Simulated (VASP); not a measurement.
# Co (P6_3/mmc) in VASP: single point with r2SCAN

Aim: the single point of Co with r2SCAN.

Program: VASP 6.6.1. These are calculated values, not measurements. Logs are shortened: lines on timing, memory, paths and dates and some standing lists are left out, and cuts for length are marked.

**1. The cell of the first run**

It takes space group P6_3/mmc (No. 194, hexagonal). The conventional cell has a = 2.471 Å, b = 2.471 Å, c = 8.088 Å, α = 90.00°, β = 90.00°, γ = 120.00°. Co (site symmetry -3m) has 12 Co at 2.47 Å within 3.3 Å. Within 3.3 Å of Co (site symmetry -6m2) lie 12 Co at 2.47 Å.

**2. Single point, r2SCAN, collinear spin, ferromagnetic start**

Input file POSCAR:

```
Co
1.0
    2.4705617809      0.0000000000      0.0000000000
   -1.2352808905      2.1395692639      0.0000000000
    0.0000000000      0.0000000000      8.0882338000
Co
4
Direct
    0.0000000000      0.0000000000      0.0000000000
    0.3333333300      0.6666666700      0.2500000000
    0.0000000000      0.0000000000      0.5000000000
    0.6666666700      0.3333333300      0.7500000000
```

Input file INCAR.step1:

```
PREC     = Accurate       # precision mode
ENCUT    = 660            # plane-wave cutoff, eV
ISMEAR   = 0              # smearing method
SIGMA    = 0.1            # smearing width, eV
LREAL    = False          # projectors in reciprocal space
LASPH    = True           # aspherical terms in the spheres
NELM     = 200            # most SCF steps
ISPIN    = 2              # spin polarisation
MAGMOM   = 3 3 3 3        # initial moments
LMAXMIX  = 4              # l up to which the mixer works
NBANDS   = 30             # bands
GGA      = PE             # functional
ALGO     = Normal         # electronic algorithm
EDIFF    = 1E-5           # SCF threshold, eV
LWAVE    = True           # write WAVECAR
LCHARG   = False          # write CHGCAR
GGA_COMPAT= False
```

Input file INCAR.step2:

```
PREC     = Accurate       # precision mode
ENCUT    = 660            # plane-wave cutoff, eV
EDIFF    = 1E-6           # SCF threshold, eV
ISMEAR   = 0              # smearing method
SIGMA    = 0.1            # smearing width, eV
LREAL    = False          # projectors in reciprocal space
LASPH    = True           # aspherical terms in the spheres
NELM     = 200            # most SCF steps
ALGO     = Normal         # electronic algorithm
ISIF     = 2              # what is computed and relaxed
LWAVE    = False          # write WAVECAR
LCHARG   = False          # write CHGCAR
ISPIN    = 2              # spin polarisation
MAGMOM   = 3 3 3 3        # initial moments
LORBIT   = 11             # projections on sites
LMAXMIX  = 4              # l up to which the mixer works
METAGGA  = R2SCAN         # meta-GGA
LMIXTAU  = True         
NBANDS   = 30             # bands
ISTART   = 1            
GGA_COMPAT= False
```

Input file KPOINTS:

```
Automatic mesh
0
Gamma
  9 9 2
```

Potentials or basis: VASP PAW PBE potentials, release 64 (Co).

Launch:

```
$ cat potpaw_PBE.64/Co/POTCAR > POTCAR
$ cp INCAR.step1 INCAR
$ mpirun -np 1 vasp_std > vasp.out
$ cp INCAR.step2 INCAR
$ mpirun -np 1 vasp_std > vasp.out
```

OUTCAR:

```text
PREC = Accurate
   ENCUT = 660
   EDIFF = 1E-6
   ISMEAR = 0
   LREAL = False
   LASPH = True
   NELM = 200
   ISIF = 2
   ISPIN = 2
   LORBIT = 11
   METAGGA = R2SCAN
   ISTART = 1

 ion  position               nearest neighbor table
   1  0.000  0.000  0.000-   2 2.47   4 2.47   4 2.47   2 2.47   4 2.47   2 2.47
   2  0.333  0.667  0.250-   1 2.47   3 2.47   1 2.47   3 2.47   1 2.47   3 2.47
   3  0.000  0.000  0.500-   2 2.47   4 2.47   4 2.47   2 2.47   4 2.47   2 2.47
   4  0.667  0.333  0.750-   1 2.47   3 2.47   1 2.47   3 2.47   1 2.47   3 2.47

  LATTYP: Found a hexagonal cell.
 ALAT       =     2.4705617809
 C/A-ratio  =     3.2738439745

  Lattice vectors:

 A1 = (   2.4705617809,   0.0000000000,   0.0000000000)
 A2 = (  -1.2352808905,   2.1395692639,   0.0000000000)
 A3 = (   0.0000000000,   0.0000000000,   8.0882338000)

Analysis of symmetry for initial positions (statically):
=====================================================================
 Subroutine PRICEL returns:
 Original cell was already a primitive cell.

 Routine SETGRP: Setting up the symmetry group for a
 hexagonal supercell.

 Subroutine GETGRP returns: Found 24 space group operations
 (whereof 12 operations were pure point group operations)
 out of a pool of 24 trial point group operations.

The static configuration has the point symmetry D_3d.
 The point group associated with its full space group is D_6h.

Analysis of symmetry for dynamics (positions and initial velocities):
=====================================================================
 Subroutine PRICEL returns:
 Original cell was already a primitive cell.

 Routine SETGRP: Setting up the symmetry group for a
 hexagonal supercell.

 Subroutine GETGRP returns: Found 24 space group operations
 (whereof 12 operations were pure point group operations)
 out of a pool of 24 trial point group operations.

The dynamic configuration has the point symmetry D_3d.
 The point group associated with its full space group is D_6h.

Analysis of structural, dynamic, and magnetic symmetry:
=====================================================================
 Subroutine PRICEL returns:
 Original cell was already a primitive cell.

 Routine SETGRP: Setting up the symmetry group for a
 hexagonal supercell.

 Subroutine GETGRP returns: Found 24 space group operations
 (whereof 12 operations were pure point group operations)
[... 130 lines left out ...]
   LORBIT       =     11    0 simple, 1 ext, 2 COOP (PROOUT), +10 PAW based schemes
   METAGGA = R2SCAN    functional components
   LHFCALC =     F    Hartree Fock is set to
   AEXX    =    0.0000 exact exchange contribution
   IVDW    =     0    specifies the selected vdW correction
   LEPSILON=     F    determine dielectric tensor
   LRPA    =     F    only Hartree local field effects (RPA)
 spin polarized calculation
 Gauss-broadening in eV      SIGMA  =   0.10
  energy-cutoff  :      660.00
  volume of cell :       42.75
 maximum number of plane-waves:      1666
 NGX is ok and might be reduce to    24
   NGX = 11   NGY = 11   NGZ = 33

 number of electron      36.0000006 magnetization       7.2669430

 Free energy of the ion-electron system (eV)
  ---------------------------------------------------
  ext. energy  EPLUGINS =         0.00000000
  ---------------------------------------------------
  free energy    TOTEN  =       -52.90005485 eV

  energy without entropy =      -52.88759533  energy(sigma->0) =      -52.89382509

 E-fermi :  10.6431     XC(G=0): -14.7796

 val. band max:       10.6043679020   @ k =   0.3333   0.3333   0.5000
 cond. band min:      10.6444127127   @ k =   0.4444   0.0000   0.0000
 fundamental gap:      0.0400448107
 Fermi energy:        10.6431001010

 spin component 1

 k-point     1 :       0.0000    0.0000    0.0000
  band No.  band energies     occupation
      1       1.0657      1.00000
      2       3.3157      1.00000
      3       3.3617      1.00000
      4       4.7011      1.00000
      5       6.8511      1.00000
      6       6.8986      1.00000
[... 781 lines left out ...]
     29      21.6459      0.00000
     30      21.6459      0.00000
 Fermi energy:        10.6431001010

 spin component 2

 k-point     1 :       0.0000    0.0000    0.0000
  band No.  band energies     occupation
      1       0.5495      1.00000
      2       2.9825      1.00000
      3       3.0012      1.00000
      4       5.8256      1.00000
      5       8.6507      1.00000
      6       8.7732      1.00000
[... 781 lines left out ...]
     29      22.5744      0.00000
     30      22.5744      0.00000

------------------------ aborting loop because EDIFF is reached ----------------------------------------

  FORCE on cell =-STRESS in cart. coord.  units (eV):
  Direction    XX          YY          ZZ          XY          YZ          ZX
  --------------------------------------------------------------------------------------
  -------------------------------------------------------------------------------------
  Total        0.4095107      0.4095107     -0.1102237     -0.0000000      0.0000000      0.0000000
  in kB       15.3461710     15.3461710     -4.1305687     -0.0000000      0.0000000      0.0000000
  external PRESSURE =       8.8539244 kB  Pullay stress =       0.0000000 kB

 VOLUME and BASIS-vectors are now :
 -----------------------------------------------------------------------------
  energy-cutoff  :      660.00
  volume of cell :       42.75
      direct lattice vectors                 reciprocal lattice vectors
     2.470561781  0.000000000  0.000000000     0.404766239  0.233691897  0.000000000
    -1.235280890  2.139569264  0.000000000     0.000000000  0.467383794  0.000000000
     0.000000000  0.000000000  8.088233800     0.000000000  0.000000000  0.123636386

 POSITION                                       TOTAL-FORCE (eV/Angst)
 -----------------------------------------------------------------------------------
      0.00000      0.00000      0.00000         0.000000     -0.000000      0.000000
     -0.00000      1.42638      2.02206        -0.000000      0.000000     -0.000000
      0.00000      0.00000      4.04412         0.000000     -0.000000      0.000000
      1.23528      0.71319      6.06618         0.000000     -0.000000     -0.000000
 -----------------------------------------------------------------------------------
    total drift:                                0.000000      0.000000      0.000000

  FREE ENERGIE OF THE ION-ELECTRON SYSTEM (eV)
  ---------------------------------------------------
  free  energy   TOTEN  =       -52.9000548466 eV

  energy  without entropy=      -52.8875953253  energy(sigma->0) =      -52.89382509

 total charge

# of ion       s       p       d       tot
------------------------------------------
    1        0.520   0.577   7.230   8.327
    2        0.518   0.582   7.219   8.318
    3        0.520   0.577   7.230   8.327
    4        0.518   0.582   7.219   8.318
--------------------------------------------------
tot          2.077   2.317  28.897  33.291

 magnetization (x)

# of ion       s       p       d       tot
------------------------------------------
    1       -0.006  -0.071   1.937   1.859
    2       -0.005  -0.073   1.965   1.887
    3       -0.006  -0.071   1.937   1.859
    4       -0.005  -0.073   1.965   1.887
--------------------------------------------------
tot         -0.023  -0.289   7.804   7.492
```

OUTCAR.step1:

```text
PREC = Accurate
   ENCUT = 660
   ISMEAR = 0
   LREAL = False
   LASPH = True
[... 1835 lines left out ...]
      0.00000      0.00000      0.00000         0.000000      0.000000      0.000000
     -0.00000      1.42638      2.02206         0.000000     -0.000000     -0.000000
      0.00000      0.00000      4.04412         0.000000      0.000000      0.000000
      1.23528      0.71319      6.06618        -0.000000      0.000000      0.000000
 -----------------------------------------------------------------------------------
    total drift:                                0.000000      0.000000      0.000000

  FREE ENERGIE OF THE ION-ELECTRON SYSTEM (eV)
  ---------------------------------------------------
  free  energy   TOTEN  =       -28.0941081961 eV

  energy  without entropy=      -28.0708101141  energy(sigma->0) =      -28.08245916
```

Wall time 10 min (1 thread of Intel Xeon 8259CL, shared host); peak memory 0.27 GiB.

Results:

| Quantity | Value |
| --- | --- |
| Free energy | -52.9001 eV |
| Pressure | 0.9 GPa |
| Net moment | 7.27 μB per cell |
| Site moments | Co +1.86, +1.89 (each value once) μB |
| Valence electrons inside the program's atomic spheres | Co 8.33, 8.32 (each value once) |

Stress tensor (GPa, compression positive):
```
 1.53  0.00  0.00
 0.00  1.53  0.00
 0.00  0.00 -0.41
```

Levels at points of the mesh, in eV from the Fermi level:
Spin up:
| k point | band 19 | band 20 | band 21 | band 22 | band 23 | band 24 | band 25 | band 26 |
| --- | --- | --- | --- | --- | --- | --- | --- | --- |
| (0.00, 0.00, 0.00) | -2.45 | -2.07 | -2.07 | -1.67 | -1.67 | -0.52 | 6.02 | 14.99 |
| (0.00, 0.00, 0.50) | -2.43 | -2.43 | -1.84 | -1.84 | -1.84 | -1.84 | 9.20 | 9.20 |
Spin down:
| k point | band 12 | band 13 | band 14 | band 15 | band 16 | band 17 |
| --- | --- | --- | --- | --- | --- | --- |
| (0.00, 0.00, 0.00) | -1.01 | -0.88 | -0.88 | -0.81 | -0.81 | 0.50 |
| (0.00, 0.00, 0.50) | -1.04 | -0.93 | -0.93 | -0.93 | -0.93 | 0.64 |

Caveat: the k points lie up to 0.39 Å⁻¹ apart; the PAW data sets were made with another functional, which shifts forces and pressure a little.
